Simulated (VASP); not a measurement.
# Pd (P6/mmm) in VASP: relaxation of cell and atoms with revPBE

Aim: the relaxation of cell and atoms of Pd with revPBE.

All numbers are computed with VASP 6.6.1; they aren't measurements. Logs are shortened: lines on timing, memory, paths and dates and some standing lists are left out, and cuts for length are marked.

## 1. The cell of the first run

It takes space group P6/mmm (No. 191, hexagonal). Conventional cell: a = 4.365 Å, b = 4.365 Å, c = 2.676 Å, α = 90.00°, β = 90.00°, γ = 120.00°. Within 3.5 Å of Pd (site symmetry 6/mmm) lie 14 Pd at 2.68 to 2.85 Å. Pd (site symmetry -6m2) has 11 Pd at 2.52 to 2.85 Å within 3.3 Å.

This isn't the form of Pd at room conditions, which is fcc.

## 2. Relaxation of cell and atoms, revPBE, collinear spin

INCAR

```
PREC = Accurate
ENCUT = 600
EDIFF = 1E-6
ISMEAR = -1
SIGMA = 0.05
LREAL = False
LASPH = True
NELM = 150
ALGO = Normal
ISIF = 3
LWAVE = False
LCHARG = False
ISPIN = 2
MAGMOM = 0.5 0.5 0.5
LORBIT = 11
LMAXMIX = 4
GGA = RE
IBRION = 2
NSW = 80
EDIFFG = -0.01
```

KPOINTS

```
Automatic mesh
0
Gamma
  8 8 12
```

POSCAR

```
Pd
1.0
    4.3646624039      0.0000000000      0.0000000000
   -2.1823312020      3.7799085207      0.0000000000
    0.0000000000      0.0000000000      2.6755380536
Pd
3
Direct
    0.0000000000      0.0000000000      0.0000000000
    0.3333333333      0.6666666667      0.5000000000
    0.6666666667      0.3333333333      0.5000000000
```

Potentials or basis: VASP PAW PBE potentials, release 64 (Pd).

Started as:

```bash
$ cat potpaw_PBE.64/Pd/POTCAR > POTCAR
$ mpirun -np 1 vasp_std > vasp.out
```

OUTCAR:

```text
PREC = Accurate
   ENCUT = 600
   EDIFF = 1E-6
   ISMEAR = -1
   LREAL = False
   LASPH = True
   NELM = 150
   ISIF = 3
   ISPIN = 2
   LORBIT = 11
   GGA = RE
   IBRION = 2
   NSW = 80
   EDIFFG = -0.01

 ion  position               nearest neighbor table
   1  0.000  0.000  0.000-   2 2.85   3 2.85   2 2.85   3 2.85   3 2.85   3 2.85   2 2.85   2 2.85
                             3 2.85   3 2.85   2 2.85   2 2.85
   2  0.333  0.667  0.500-   3 2.52   3 2.52   3 2.52   1 2.85   1 2.85   1 2.85   1 2.85   1 2.85
                             1 2.85
   3  0.667  0.333  0.500-   2 2.52   2 2.52   2 2.52   1 2.85   1 2.85   1 2.85   1 2.85   1 2.85
                             1 2.85

  LATTYP: Found a hexagonal cell.
 ALAT       =     4.3646624039
 C/A-ratio  =     0.6130000000

  Lattice vectors:

 A1 = (   4.3646624039,   0.0000000000,   0.0000000000)
 A2 = (  -2.1823312020,   3.7799085207,   0.0000000000)
 A3 = (   0.0000000000,   0.0000000000,   2.6755380536)

Analysis of symmetry for initial positions (statically):
=====================================================================
 Subroutine PRICEL returns:
 Original cell was already a primitive cell.

 Routine SETGRP: Setting up the symmetry group for a
 hexagonal supercell.

 Subroutine GETGRP returns: Found 24 space group operations
 (whereof 24 operations were pure point group operations)
 out of a pool of 24 trial point group operations.

The static configuration has the point symmetry D_6h.

Analysis of symmetry for dynamics (positions and initial velocities):
=====================================================================
 Subroutine PRICEL returns:
 Original cell was already a primitive cell.

 Routine SETGRP: Setting up the symmetry group for a
 hexagonal supercell.

 Subroutine GETGRP returns: Found 24 space group operations
 (whereof 24 operations were pure point group operations)
 out of a pool of 24 trial point group operations.

The dynamic configuration has the point symmetry D_6h.

Analysis of structural, dynamic, and magnetic symmetry:
=====================================================================
 Subroutine PRICEL returns:
 Original cell was already a primitive cell.

 Routine SETGRP: Setting up the symmetry group for a
 hexagonal supercell.

 Subroutine GETGRP returns: Found 24 space group operations
 (whereof 24 operations were pure point group operations)
 out of a pool of 24 trial point group operations.

The overall configuration has the point symmetry D_6h.

 Subroutine INISYM returns: Found 24 space group operations
 (whereof 24 operations are pure point group operations),
 and found     1 'primitive' translations

----------------------------------------------------------------------------------------

                                     Primitive cell

  volume of cell :      44.1411

  direct lattice vectors                    reciprocal lattice vectors
     4.364662404  0.000000000  0.000000000     0.229112794  0.132278334  0.000000000
    -2.182331202  3.779908521  0.000000000     0.000000000  0.264556667  0.000000000
     0.000000000  0.000000000  2.675538054     0.000000000  0.000000000  0.373756598

  length of vectors
     4.364662404  4.364662404  2.675538054     0.264556667  0.264556667  0.373756598

  position of ions in fractional coordinates (direct lattice)
     0.000000000  0.000000000  0.000000000
     0.333333333  0.666666667  0.500000000
     0.666666667  0.333333333  0.500000000

  ion indices of the primitive-cell ions
   primitive index   ion index
                 1           1
                 2           2
                 3           3

----------------------------------------------------------------------------------------

 KPOINTS: Automatic mesh

Automatic generation of k-mesh.
 Grid dimensions read from file:
 generate k-points for:    8    8   12

 Generating k-lattice:

  Cartesian coordinates                     Fractional coordinates (reciprocal lattice)
     0.028639099  0.016534792  0.000000000     0.125000000 -0.000000000  0.000000000
     0.000000000  0.033069583  0.000000000     0.000000000  0.125000000  0.000000000
     0.000000000  0.000000000  0.031146383     0.000000000  0.000000000  0.083333333

  Length of vectors
     0.033069583  0.033069583  0.031146383

  Shift w.r.t. Gamma in fractional coordinates (k-lattice)
     0.000000000  0.000000000  0.000000000

 Subroutine IBZKPT returns following result:
 ===========================================

 Found     70 irreducible k-points:

 Following reciprocal coordinates:
            Coordinates               Weight
  0.000000  0.000000  0.000000      1.000000
  0.125000  0.000000  0.000000      6.000000
  0.250000  0.000000  0.000000      6.000000
  0.375000  0.000000  0.000000      6.000000
  0.500000  0.000000  0.000000      3.000000
  0.125000  0.125000  0.000000      6.000000
[... 16 lines left out ...]
  0.250000  0.000000  0.166667     12.000000
  0.375000  0.000000  0.166667     12.000000
 [... further k-points ...]
   k-points           NKPTS =     70   k-points in BZ     NKDIM =     70   number of bands    NBANDS=     20
   number of dos      NEDOS =    301   number of ions     NIONS =      3
   total plane-waves  NPLWV =  31104
   dimension x,y,z NGX =    36 NGY =   36 NGZ =   24
   dimension x,y,z NGXF=    72 NGYF=   72 NGZF=   48
   ions per type =               3
   NGX,Y,Z   is equivalent  to a cutoff of  13.71, 13.71, 14.91 a.u.
   NGXF,Y,Z  is equivalent  to a cutoff of  27.42, 27.42, 29.83 a.u.
 SYSTEM =  unknown system
   PREC   = accura    normal or accurate (medium, high low for compatibility)
   ISTART =      0    job   : 0-new  1-cont  2-samecut
   ICHARG =      2    charge: 1-file 2-atom 10-const
   ISPIN  =      2    spin polarized calculation?
   LNONCOLLINEAR =      F non collinear calculations
   LSORBIT =      F    spin-orbit coupling
   LASPH  =      T    aspherical Exc in radial PAW
   ENCUT  =  600.0 eV  44.10 Ry    6.64 a.u.   8.72  8.72  5.34*2*pi/ulx,y,z
   NELM   =    150;   NELMIN=  2; NELMDL= -5     # of ELM steps
   EDIFF  = 0.1E-05   stopping-criterion for ELM
   LREAL  =      F    real-space projection
   EDIFFG = -.1E-01   stopping-criterion for IOM
   NSW    =     80    number of steps for IOM
   IBRION =      2    ionic relax: 0-MD 1-quasi-New 2-CG
   NFREE  =      1    steps in history (QN), initial steepest desc. (CG)
   ISIF   =      3    stress and relaxation
   ISYM   =      2    0-nonsym 1-usesym 2-fastsym
   POTIM  = 0.5000    time-step for ionic-motion
   TEBEG  =    0.0;   TEEND  =   0.0 temperature during run
   PSTRESS=    0.0 pullay stress
   NELECT =      30.0000    total number of electrons
   NUPDOWN=      -1.0000    fix difference up-down
   EMIN   =  10.00;   EMAX   =-10.00  energy-range for DOS
   EFERMI =   0.00;   METHOD = LEGACY
   ISMEAR =    -1;   SIGMA  =   0.05  broadening in eV -4-tet -1-fermi 0-gaus
   EFERMI_NEDOS =   21; number of points for ismear=-14 and -15
   IALGO  =     38    algorithm
   IMIX   =      4    mixing-type and parameters
     AMIX     =   0.40;   BMIX     =  1.00
     AMIX_MAG =   1.60;   BMIX_MAG =  1.00
  volume/ion in A,a.u.               =      14.71        99.29
  Fermi-wavevector in a.u.,A,eV,Ry     =   1.439354  2.719984 28.187725  2.071739
  Thomas-Fermi vector in A             =   2.558219
   LORBIT       =     11    0 simple, 1 ext, 2 COOP (PROOUT), +10 PAW based schemes
   GGA     = RE    functional components
   LHFCALC =     F    Hartree Fock is set to
   AEXX    =    0.0000 exact exchange contribution
   IVDW    =     0    specifies the selected vdW correction
   LEPSILON=     F    determine dielectric tensor
   LRPA    =     F    only Hartree local field effects (RPA)
 conjugate gradient relaxation of ions
 spin polarized calculation
  energy-cutoff  :      600.00
  volume of cell :       44.14
 maximum number of plane-waves:      1517
 NGX is ok and might be reduce to    36
   NGX = 17   NGY = 17   NGZ = 11

--------------------------------------- Ionic step        1  -------------------------------------------

 number of electron      30.0000010 magnetization       0.0115306

 Free energy of the ion-electron system (eV)
  ---------------------------------------------------
  ext. energy  EPLUGINS =         0.00000000
  ---------------------------------------------------
  free energy    TOTEN  =       -13.77424318 eV

  energy without entropy =      -13.72012299  energy(sigma->0) =      -13.74718309

------------------------ aborting loop because EDIFF is reached ----------------------------------------

  FORCE on cell =-STRESS in cart. coord.  units (eV):
  Direction    XX          YY          ZZ          XY          YZ          ZX
  --------------------------------------------------------------------------------------
  -------------------------------------------------------------------------------------
  Total        5.0787340      5.0787340      2.3224510     -0.0000000      0.0000000      0.0000000
  in kB      184.3414367    184.3414367     84.2973761     -0.0000000      0.0000000      0.0000000
  external PRESSURE =     150.9934165 kB  Pullay stress =       0.0000000 kB
[... 281 lines left out ...]
  energy  without entropy=      -13.9078022688  energy(sigma->0) =      -13.93483819

--------------------------------------- Ionic step        9  -------------------------------------------

 number of electron      29.9999995 magnetization      -0.0000475

 Free energy of the ion-electron system (eV)
  ---------------------------------------------------
  ext. energy  EPLUGINS =         0.00000000
  ---------------------------------------------------
  free energy    TOTEN  =       -13.96192387 eV

  energy without entropy =      -13.90788133  energy(sigma->0) =      -13.93490260

 E-fermi :   8.5973     XC(G=0): -12.6055

 val. band max:        8.5902458042   @ k =   0.2500   0.1250   0.5000
 cond. band min:       8.6039311240   @ k =   0.3750   0.2500   0.1667
 fundamental gap:      0.0136853198
 Fermi energy:         8.5972760819

 spin component 1

 k-point     1 :       0.0000    0.0000    0.0000
  band No.  band energies     occupation
      1       2.0915      1.00000
      2       3.9577      1.00000
      3       5.2986      1.00000
      4       5.6956      1.00000
      5       5.7121      1.00000
      6       5.7121      1.00000
[... 12 lines left out ...]
     19      15.8123      0.00000
[... 515 lines left out ...]
      6       5.7191      1.00000
[... 12 lines left out ...]
     19      15.7877      0.00000
     20      21.4133      0.00000

 [... further k-points ...]

 spin component 2

 k-point     1 :       0.0000    0.0000    0.0000
  band No.  band energies     occupation
      1       2.0915      1.00000
      2       3.9577      1.00000
      3       5.2986      1.00000
      4       5.6956      1.00000
      5       5.7121      1.00000
      6       5.7121      1.00000
[... 12 lines left out ...]
     19      15.8123      0.00000
[... 560 lines left out ...]
  FREE ENERGIE OF THE ION-ELECTRON SYSTEM (eV)
  ---------------------------------------------------
  free  energy   TOTEN  =       -13.9619238673 eV

  energy  without entropy=      -13.9078813284  energy(sigma->0) =      -13.93490260

 reached required accuracy - stopping structural energy minimisation

 total charge

# of ion       s       p       d       tot
------------------------------------------
    1        0.433   0.373   8.467   9.274
    2        0.473   0.414   8.465   9.352
    3        0.473   0.414   8.465   9.352
--------------------------------------------------
tot          1.379   1.201  25.398  27.978

 magnetization (x)

# of ion       s       p       d       tot
------------------------------------------
    1       -0.000   0.000  -0.000  -0.000
    2        0.000   0.000  -0.000  -0.000
    3        0.000   0.000  -0.000  -0.000
--------------------------------------------------
tot          0.000   0.000  -0.000  -0.000
```

Run time: 4.4 min. Hardware: 1 thread of Intel Xeon 6975P-C (Granite Rapids), shared host; peak memory 0.27 GiB.

Results:

- Free energy: -13.9619 eV
- Relaxed volume: 15.95 Å³/atom
- Relaxed cell: a = 4.533 Å, b = 4.533 Å, c = 2.689 Å, α = 90.00°, β = 90.00°, γ = 120.00°
- Space group after relaxing (to 0.1 Å): P6/mmm (No. 191)
- Energy gained by relaxing: 62.6 meV/atom
- Ionic steps: 9
- Pressure after relaxing: 0.0 GPa
- Band gap on the k mesh: zero (filled and empty bands overlap)
- Net moment: 0.00 μB per cell
- Valence electrons inside the program's atomic spheres: Pd 9.27, 9.35 (each value once)

The path:
| step | energy change (eV) | largest force (eV/Å) | pressure (GPa) | volume (Å³) |
| --- | --- | --- | --- | --- |
| 1 | 0.0000 | 0.0000 | 15.10 | 44.14 |
| 2 | 0.0537 | 0.0000 | -11.85 | 53.57 |
| 3 | -0.1825 | 0.0000 | -0.78 | 48.14 |
| 4 | -0.1826 | 0.0000 | -0.54 | 48.05 |
| 5 | -0.1826 | 0.0000 | -0.30 | 47.97 |
| 6 | -0.1876 | 0.0000 | 0.26 | 47.78 |
| 7 | -0.1876 | 0.0000 | 0.25 | 47.79 |
| 8 | -0.1876 | 0.0000 | -0.20 | 47.94 |
| 9 | -0.1877 | 0.0000 | 0.01 | 47.86 |

Final structure:
```
CELL_PARAMETERS angstrom
4.53327 0.00000 0.00000
-2.26663 3.92592 0.00000
0.00000 0.00000 2.68939
ATOMIC_POSITIONS crystal
Pd 0.00000 0.00000 0.00000
Pd 0.33333 0.66667 0.50000
Pd 0.66667 0.33333 0.50000
```

Levels at points of the mesh, in eV from the Fermi level:
Spin up:
| k point | band 12 | band 13 | band 14 | band 15 | band 16 | band 17 | band 18 | band 19 |
| --- | --- | --- | --- | --- | --- | --- | --- | --- |
| (0.00, 0.00, 0.00) | -1.41 | -1.27 | -1.27 | 0.12 | 0.12 | 7.21 | 7.21 | 7.22 |
| (0.50, 0.00, 0.00) | -0.45 | -0.32 | -0.31 | -0.22 | -0.03 | 0.18 | 1.44 | 7.12 |
| (0.00, 0.00, 0.50) | -0.43 | -0.17 | -0.17 | 0.65 | 2.36 | 3.11 | 9.21 | 9.88 |
| (0.50, 0.00, 0.50) | -0.61 | -0.38 | 0.13 | 0.39 | 2.96 | 3.20 | 6.30 | 6.75 |
Spin down:
```tsv
k point	band 12	band 13	band 14	band 15	band 16	band 17	band 18	band 19
(0.00, 0.00, 0.00)	-1.41	-1.27	-1.27	0.12	0.12	7.21	7.21	7.22
(0.50, 0.00, 0.00)	-0.45	-0.32	-0.31	-0.22	-0.03	0.18	1.44	7.12
(0.00, 0.00, 0.50)	-0.43	-0.17	-0.17	0.65	2.36	3.11	9.21	9.88
(0.50, 0.00, 0.50)	-0.61	-0.38	0.13	0.39	2.96	3.20	6.30	6.75
```

Caveat: the PAW data sets were made with another functional, which shifts forces and pressure a little.
